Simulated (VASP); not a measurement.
# BN (P6_3mc) in VASP: single point with r2SCAN

Aim: the single point of BN with r2SCAN.

Program: VASP 6.6.1. These are calculated values, not measurements. Logs are shortened: lines on timing, memory, paths and dates and some standing lists are left out, and cuts for length are marked.

### Step 1. The cell of the first run

The structure is hexagonal, space group P6_3mc (No. 186). The conventional cell has a = 2.531 Å, b = 2.531 Å, c = 4.187 Å, α = 90.00°, β = 90.00°, γ = 120.00°. B (site symmetry 3m) has 4 N at 1.55 to 1.57 Å within 2.1 Å. N (site symmetry 3m) has 4 B at 1.55 to 1.57 Å within 2.1 Å.

### Step 2. Single point, r2SCAN (strain -0.5%)

The input, POSCAR:

```
BN
1.0
    2.5312302487      0.0000000000      0.0000000000
   -1.2656151244      2.1921096982      0.0000000000
    0.0000000000      0.0000000000      4.1867762627
B N
2 2
Direct
    0.3333333333      0.6666666667      0.0002584899
    0.6666666667      0.3333333333      0.5002584899
    0.3333333333      0.6666666667      0.3747415101
    0.6666666667      0.3333333333      0.8747415101
```

The input, INCAR.step1:

```
PREC = Accurate
ENCUT = 1460
ISMEAR = 0
SIGMA = 0.01
LREAL = F
LASPH = T
NELM = 120
NBANDS = 16
GGA = PE
ALGO = Normal
EDIFF = 1E-5
LWAVE = T
LCHARG = F
GGA_COMPAT = F
```

The input, INCAR.step2:

```
PREC = Accurate
ENCUT = 1460
EDIFF = 1E-6
ISMEAR = 0
SIGMA = 0.01
LREAL = F
LASPH = T
NELM = 120
ALGO = Normal
ISIF = 2
LWAVE = F
LCHARG = F
METAGGA = R2SCAN
LMIXTAU = T
NBANDS = 16
ISTART = 1
GGA_COMPAT = F
```

The input, KPOINTS:

```
Automatic mesh
0
Gamma
  12 12 6
```

Potentials or basis: VASP PAW PBE potentials, release 64 (B_h, N_h).

Started as:

```bash
$ cat potpaw_PBE.64/B_h/POTCAR potpaw_PBE.64/N_h/POTCAR > POTCAR
$ cp INCAR.step1 INCAR
$ mpirun -np 1 vasp_std > vasp.out
$ cp INCAR.step2 INCAR
$ mpirun -np 1 vasp_std > vasp.out
```

OUTCAR:

```text
PREC = Accurate
   ENCUT = 1460
   EDIFF = 1E-6
   ISMEAR = 0
   LREAL = F
   LASPH = T
   NELM = 120
   ISIF = 2
   METAGGA = R2SCAN
   ISTART = 1

 ion  position               nearest neighbor table
   1  0.333  0.667  0.000-
   2  0.667  0.333  0.500-
   3  0.333  0.667  0.375-
   4  0.667  0.333  0.875-

  LATTYP: Found a hexagonal cell.
 ALAT       =     2.5312302487
 C/A-ratio  =     1.6540479733

  Lattice vectors:

 A1 = (   2.5312302487,   0.0000000000,   0.0000000000)
 A2 = (  -1.2656151244,   2.1921096982,   0.0000000000)
 A3 = (   0.0000000000,   0.0000000000,   4.1867762627)

Analysis of symmetry for initial positions (statically):
=====================================================================
 Subroutine PRICEL returns:
 Original cell was already a primitive cell.

 Routine SETGRP: Setting up the symmetry group for a
 hexagonal supercell.

 Subroutine GETGRP returns: Found 12 space group operations
 (whereof  6 operations were pure point group operations)
 out of a pool of 24 trial point group operations.

The static configuration has the point symmetry C_3v.
 The point group associated with its full space group is C_6v.

Analysis of symmetry for dynamics (positions and initial velocities):
=====================================================================
 Subroutine PRICEL returns:
 Original cell was already a primitive cell.

 Routine SETGRP: Setting up the symmetry group for a
 hexagonal supercell.

 Subroutine GETGRP returns: Found 12 space group operations
 (whereof  6 operations were pure point group operations)
 out of a pool of 24 trial point group operations.

The dynamic configuration has the point symmetry C_3v.
 The point group associated with its full space group is C_6v.

 Subroutine INISYM returns: Found 12 space group operations
 (whereof  6 operations are pure point group operations),
 and found     1 'primitive' translations

----------------------------------------------------------------------------------------

                                     Primitive cell

  volume of cell :      23.2313

[... 88 lines left out ...]
   LSORBIT =      F    spin-orbit coupling
   LASPH  =      T    aspherical Exc in radial PAW
   ENCUT  = 1460.0 eV 107.31 Ry   10.36 a.u.   7.89  7.89 13.04*2*pi/ulx,y,z
   NELM   =    120;   NELMIN=  2; NELMDL=  0     # of ELM steps
   EDIFF  = 0.1E-05   stopping-criterion for ELM
   LREAL  =      F    real-space projection
   EDIFFG = 0.1E-04   stopping-criterion for IOM
   NSW    =      0    number of steps for IOM
   IBRION =     -1    ionic relax: 0-MD 1-quasi-New 2-CG
   NFREE  =      0    steps in history (QN), initial steepest desc. (CG)
   ISIF   =      2    stress and relaxation
   ISYM   =      2    0-nonsym 1-usesym 2-fastsym
   POTIM  = 0.5000    time-step for ionic-motion
   TEBEG  =    0.0;   TEEND  =   0.0 temperature during run
   PSTRESS=    0.0 pullay stress
   NELECT =      16.0000    total number of electrons
   NUPDOWN=      -1.0000    fix difference up-down
   EMIN   =  10.00;   EMAX   =-10.00  energy-range for DOS
   EFERMI =   0.00;   METHOD = LEGACY
   ISMEAR =     0;   SIGMA  =   0.01  broadening in eV -4-tet -1-fermi 0-gaus
   EFERMI_NEDOS =   21; number of points for ismear=-14 and -15
   IALGO  =     38    algorithm
   IMIX   =      4    mixing-type and parameters
     AMIX     =   0.40;   BMIX     =  1.00
     AMIX_MAG =   1.60;   BMIX_MAG =  1.00
  volume/ion in A,a.u.               =       5.81        39.19
  Fermi-wavevector in a.u.,A,eV,Ry     =   1.445740  2.732053 28.438418  2.090165
  Thomas-Fermi vector in A             =   2.563888
   LORBIT       =      0    0 simple, 1 ext, 2 COOP (PROOUT), +10 PAW based schemes
   METAGGA = R2SCAN    functional components
   LHFCALC =     F    Hartree Fock is set to
   AEXX    =    0.0000 exact exchange contribution
   IVDW    =     0    specifies the selected vdW correction
   LEPSILON=     F    determine dielectric tensor
   LRPA    =     F    only Hartree local field effects (RPA)
 non-spin polarized calculation
 Gauss-broadening in eV      SIGMA  =   0.01
  energy-cutoff  :     1460.00
  volume of cell :       23.23
 maximum number of plane-waves:      2982
 NGX is ok and might be reduce to    32
   NGX = 15   NGY = 15   NGZ = 27

 number of electron      16.0000000 magnetization

 Free energy of the ion-electron system (eV)
  ---------------------------------------------------
  ext. energy  EPLUGINS =         0.00000000
  ---------------------------------------------------
  free energy    TOTEN  =       -38.32383768 eV

  energy without entropy =      -38.32383768  energy(sigma->0) =      -38.32383768

 E-fermi :   9.4438     XC(G=0): -13.8364

 val. band max:        9.3273964558   @ k =   0.0000   0.0000   0.0000
 cond. band min:      15.0357348434   @ k =   0.3333   0.3333   0.0000
 fundamental gap:      5.7083383876
 Fermi energy:         9.4438078317

 k-point     1 :       0.0000    0.0000    0.0000
  band No.  band energies     occupation
      1     -12.3378      2.00000
      2      -8.0271      2.00000
      3      -2.1441      2.00000
      4       7.0869      2.00000
      5       7.0869      2.00000
      6       9.0435      2.00000
[... 433 lines left out ...]
      3       0.0391      2.00000
      4       1.5699      2.00000
      5       3.0065      2.00000
      6       4.7937      2.00000
[... 8 lines left out ...]
     15      26.7735      0.00000
     16      27.0710      0.00000

 [... further k-points ...]

------------------------ aborting loop because EDIFF is reached ----------------------------------------

  FORCE on cell =-STRESS in cart. coord.  units (eV):
  Direction    XX          YY          ZZ          XY          YZ          ZX
  --------------------------------------------------------------------------------------
  -------------------------------------------------------------------------------------
  Total        0.8016405      0.8016405      0.8134782     -0.0000000      0.0000000      0.0000000
  in kB       55.2861761     55.2861761     56.1025773     -0.0000000      0.0000000      0.0000000
  external PRESSURE =      55.5583098 kB  Pullay stress =       0.0000000 kB

 VOLUME and BASIS-vectors are now :
 -----------------------------------------------------------------------------
  energy-cutoff  :     1460.00
  volume of cell :       23.23
      direct lattice vectors                 reciprocal lattice vectors
     2.531230249  0.000000000  0.000000000     0.395064811  0.228090775  0.000000000
    -1.265615124  2.192109698  0.000000000     0.000000000  0.456181550  0.000000000
     0.000000000  0.000000000  4.186776263     0.000000000  0.000000000  0.238847251

 POSITION                                       TOTAL-FORCE (eV/Angst)
 -----------------------------------------------------------------------------------
     -0.00000      1.46141      0.00108        -0.000000     -0.000000      0.001158
      1.26562      0.73070      2.09447         0.000000      0.000000      0.001158
     -0.00000      1.46141      1.56896        -0.000000      0.000000     -0.001158
      1.26562      0.73070      3.66235        -0.000000     -0.000000     -0.001158
 -----------------------------------------------------------------------------------
    total drift:                               -0.000000     -0.000000      0.006698

  FREE ENERGIE OF THE ION-ELECTRON SYSTEM (eV)
  ---------------------------------------------------
  free  energy   TOTEN  =       -38.3238376801 eV

  energy  without entropy=      -38.3238376801  energy(sigma->0) =      -38.32383768
```

OUTCAR.step1:

```text
PREC = Accurate
   ENCUT = 1460
   ISMEAR = 0
   LREAL = F
[... 688 lines left out ...]
     -0.00000      1.46141      0.00108         0.000000      0.000000      0.006739
      1.26562      0.73070      2.09447         0.000000     -0.000000      0.006739
     -0.00000      1.46141      1.56896         0.000000     -0.000000     -0.006739
      1.26562      0.73070      3.66235        -0.000000      0.000000     -0.006739
 -----------------------------------------------------------------------------------
    total drift:                               -0.000000      0.000000     -0.000677

  FREE ENERGIE OF THE ION-ELECTRON SYSTEM (eV)
  ---------------------------------------------------
  free  energy   TOTEN  =       -34.8528592032 eV

  energy  without entropy=      -34.8528592032  energy(sigma->0) =      -34.85285920
```

OSZICAR.step1:

```text
N       E                     dE             d eps       ncg     rms          rms(c)
DAV:   1     0.895114171437E+02    0.89511E+02   -0.15638E+04  2432   0.222E+03
DAV:   2    -0.297045298261E+02   -0.11922E+03   -0.10518E+03  3416   0.307E+02
DAV:   3    -0.367413349415E+02   -0.70368E+01   -0.69766E+01  3280   0.676E+01
DAV:   4    -0.367903439330E+02   -0.49009E-01   -0.48996E-01  2664   0.667E+00
DAV:   5    -0.367907102932E+02   -0.36636E-03   -0.36635E-03  3224   0.575E-01    0.861E+00
DAV:   6    -0.350042992053E+02    0.17864E+01   -0.22054E+00  3008   0.132E+01    0.328E+00
DAV:   7    -0.348797993403E+02    0.12450E+00   -0.42418E-01  3208   0.511E+00    0.178E+00
DAV:   8    -0.348540356774E+02    0.25764E-01   -0.54533E-02  2920   0.208E+00    0.285E-01
DAV:   9    -0.348526893460E+02    0.13463E-02   -0.44900E-03  2968   0.729E-01    0.136E-01
DAV:  10    -0.348528516283E+02   -0.16228E-03   -0.81459E-04  2808   0.289E-01    0.345E-02
DAV:  11    -0.348528601976E+02   -0.85692E-05   -0.11879E-04  3192   0.106E-01    0.144E-02
DAV:  12    -0.348528592032E+02    0.99432E-06   -0.11961E-05  1432   0.364E-02
   1 F= -.34852859E+02 E0= -.34852859E+02  d E =-.112023-127
```

It took 11 min on 1 thread of AMD EPYC, shared host; peak memory 0.26 GiB.

What came out:

| Property | Result |
| --- | --- |
| Free energy | -38.3238 eV |
| Pressure | 5.6 GPa |
| Band gap on the k mesh | 5.71 eV (least direct gap 9.08 eV) |

Levels at points of the mesh, in eV from the valence-band top:
```csv
k point,band 5,band 6,band 7,band 8,band 9,band 10,band 11,band 12
"(0.00, 0.00, 0.00)",-2.24,-0.28,0.00,0.00,9.16,9.16,9.42,10.41
"(0.50, 0.00, 0.00)",-7.29,-5.26,-4.61,-2.23,7.36,8.66,11.47,12.38
"(0.00, 0.00, 0.50)",-1.24,-1.24,-1.24,-1.24,10.40,10.40,10.79,10.79
"(0.50, 0.00, 0.50)",-3.98,-3.98,-3.78,-3.78,7.27,7.27,10.83,10.83
```

Caveat: the cell differs from its parent crystal (strain -0.5%); the cell stands under pressure; the structure was generated, so it needn't be the stable form of BN; the PAW data sets were made with another functional, which shifts forces and pressure a little. A k mesh can miss the band edges.
